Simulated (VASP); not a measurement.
Wanted: the native input for a VASP 6.6.1 run.

```
Task                   : single point
Functional             : PBE
Potentials or basis    : VASP PAW PBE potentials, release 64 (K_sv, Na_pv, H, Cl)
Cutoff                 : 520 eV
k mesh                 : 3 × 3 × 2
Occupations            : gaussian, width 0.15 eV
Spin                   : no spin polarisation
Dipole correction      : no
Further INCAR settings : ALGO = Normal; EDIFF = 1e-06; NBANDS = 34
```

The structure of KNaHCl lies in POSCAR:

```
KNaHCl
1.0
    4.4883711457      0.0000000000      0.0000000000
    0.0000000000      4.4883711457      0.0000000000
    0.0000000000      0.0000000000      9.7865423122
K Na H Cl
2 2 2 2
Direct
    0.0000000000      0.5000000000      0.3290273754
    0.5000000000      0.0000000000      0.6709726246
    0.0000000000      0.5000000000      0.9365068420
    0.5000000000      0.0000000000      0.0634931580
    0.0000000000      0.0000000000      0.0000000000
    0.5000000000      0.5000000000      0.0000000000
    0.0000000000      0.5000000000      0.6529152349
    0.5000000000      0.0000000000      0.3470847651
```

The cell was generated, and may not be a known phase.

One way to write it, as run:

INCAR

```
SYSTEM = KNaHCl
PREC = Accurate
ENCUT = 520
EDIFF = 1E-6
ISMEAR = 0
SIGMA = 0.15
LREAL = .FALSE.
LASPH = .TRUE.
NELM = 80
ALGO = Normal
ISIF = 2
LWAVE = .FALSE.
LCHARG = .FALSE.
GGA = PE
NBANDS = 34
```

KPOINTS

```
regular mesh
0
G
  3 3 2
  0 0 0
```

Potentials or basis: VASP PAW PBE potentials, release 64 (K_sv, Na_pv, H, Cl).

Run with:

```console
$ cat potpaw_PBE.64/K_sv/POTCAR potpaw_PBE.64/Na_pv/POTCAR potpaw_PBE.64/H/POTCAR potpaw_PBE.64/Cl/POTCAR > POTCAR
$ mpirun -np 1 vasp_std > vasp.out
```

It gave:

The pressure is -0.1 GPa, the largest force is 0.071 eV/Å and the band gap on the k mesh is 1.99 eV.

Caveat: the k points lie up to 0.47 Å⁻¹ apart.

It took 26 s on 1 thread of AMD EPYC 9R45 96-Core Processor (Zen 5), with other jobs on the host, peak memory 0.29 GiB.
